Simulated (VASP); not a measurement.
Crystal: Zn3S.

```
Zn S
1.0
    -1.92295    1.92295    4.29542
     1.92295   -1.92295    4.29542
     1.92295    1.92295   -4.29542
Zn S
3 1
Direct
  0.50000 0.50000 0.00000
  0.25000 0.75000 0.50000
  0.75000 0.25000 0.50000
  0.00000 0.00000 0.00000
```

| Item | Value |
| --- | --- |
| Program | VASP 6.6.1 |
| Task | relaxation of cell and atoms |
| Functional | PBE |
| Potentials or basis | VASP PAW PBE potentials, release 64 (Zn, S) |
| Cutoff | 600 eV |
| k mesh | 16 × 16 × 16 |
| Occupations | gaussian, width 0.1 eV |
| Spin | no spin polarisation |

At the start: pressure 2.2 GPa; volume 15.88 Å³/atom.

**Question.** Where does the relaxation end?

**Answer.** Over 15 steps the energy falls by 153.4 meV/atom and the volume is 18.08 Å³/atom (+13.8 %); space group I4/mmm (No. 139, to 0.1 Å) before and after.

The path:
| step | energy change (eV) | largest force (eV/Å) | pressure (GPa) | volume (Å³) |
| --- | --- | --- | --- | --- |
| 1 | 0.0000 | 0.0000 | 2.17 | 63.53 |
| 2 | -0.0324 | 0.0000 | 0.16 | 65.53 |
| 3 | -0.0449 | 0.0000 | -1.75 | 67.81 |
| 4 | -0.0724 | 0.0000 | -2.03 | 68.12 |
| 5 | -0.1782 | 0.0000 | -2.18 | 68.94 |
| 6 | -0.4447 | 0.0000 | -1.81 | 70.14 |
| 7 | -0.5256 | 0.0000 | 4.07 | 70.89 |
| 8 | -0.6090 | 0.0000 | 0.50 | 70.82 |
| 9 | -0.6102 | 0.0000 | 0.91 | 70.85 |
| 10 | -0.6122 | 0.0000 | -0.10 | 73.13 |
| 11 | -0.6134 | 0.0000 | 0.26 | 72.22 |
| 12 | -0.6134 | 0.0000 | 0.21 | 72.29 |
| 13 | -0.6134 | 0.0000 | 0.22 | 72.26 |
| 14 | -0.6137 | 0.0000 | -0.10 | 72.34 |
| 15 | -0.6137 | 0.0000 | 0.00 | 72.32 |

Final structure:
```xyz
4
Lattice="-1.7735 1.7735 5.7477 1.7735 -1.7735 5.7477 1.7735 1.7735 -5.7477" Properties=species:S:1:pos:R:3 pbc="T T T"
Zn    0.0000    0.0000    5.7477
Zn    1.7735    0.0000    2.8739
Zn    0.0000    1.7735    2.8739
S     0.0000    0.0000    0.0000
```

Caveat: a cell axis changed by over 15 % at a fixed basis, so the end point is rough.
